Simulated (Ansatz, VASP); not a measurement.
## Cu: VASP beside Ansatz

Contents of INCAR:

```
SYSTEM = Cu
PREC     = Accurate       ! precision mode
ENCUT    = 520            ! plane-wave cutoff, eV
EDIFF    = 1E-7           ! SCF threshold, eV
ISMEAR   = 1              ! smearing method
SIGMA    = 0.6            ! smearing width, eV
LREAL    = .False.        ! projectors in reciprocal space
LASPH    = .True.         ! aspherical terms in the spheres
NELM     = 100            ! most SCF steps
ALGO     = Normal         ! electronic algorithm
ISIF     = 2              ! what is computed and relaxed
LWAVE    = .False.        ! write WAVECAR
LCHARG   = .True.         ! write CHGCAR
GGA      = PE             ! functional
LELF     = .True.         ! ELF
LVHAR    = .True.       
NBANDS   = 12             ! bands
```

Contents of KPOINTS:

```
regular mesh
0
Gamma
  15 15 15
  0 0 0
```

Contents of POSCAR:

```
Cu
1.0
    0.0000000000      1.8145751207      1.8145751207
    1.8145751207      0.0000000000      1.8145751207
    1.8145751207      1.8145751207      0.0000000000
Cu
1
Direct
    0.0000000000      0.0000000000      0.0000000000
```

Input for Ansatz:

```yaml
crystal:
  lattice:
    - [0.0, 1.8145751207, 1.8145751207]
    - [1.8145751207, 0.0, 1.8145751207]
    - [1.8145751207, 1.8145751207, 0.0]
  atoms:
    - { symbol: Cu, position: [0.0, 0.0, 0.0] }
hamiltonian:
  xc: pbe
  pseudopotentials:
    kind: paw
    azcp:
      Cu: "pseudopotentials/Cu.paw.azcp"
basis:
  ecutwfc: 420
  fft_grid_basis: typed
kpoints:
  mp_grid: { grid: [15, 15, 15], shift: [0, 0, 0] }
magnetization:
  spin_polarized: false
scf:
  occupations: { method: methfessel_paxton, width: 0.6 }
  lower_state_search: "off"
output:
  stress: true
  write_density: true
  write_potential: true
  elf: true
  volumetric_format: npy
```

Alike in both runs: task single point; functional PBE; k mesh 15 × 15 × 15; occupations methfessel-paxton of order 1, width 0.6 eV; no spin polarisation.

|  | VASP | Ansatz |
| --- | --- | --- |
| version | VASP 6.6.1 | Ansatz 0.2.0 |
| potentials or method | VASP PAW PBE potentials, release 64 (Cu), cutoff 520 eV | plane waves (420 eV) with PAW, scalar-relativistic |
| valence electrons in the cell | 11 | 19 |

|  | VASP | Ansatz | Ansatz less VASP |
| --- | --- | --- | --- |
| pressure (GPa) | 0.5 | 0.0 | -0.53 |

VASP's potentials hold 11 valence electrons a cell and Ansatz's 19, so a difference there can come from the potentials and not from the codes.
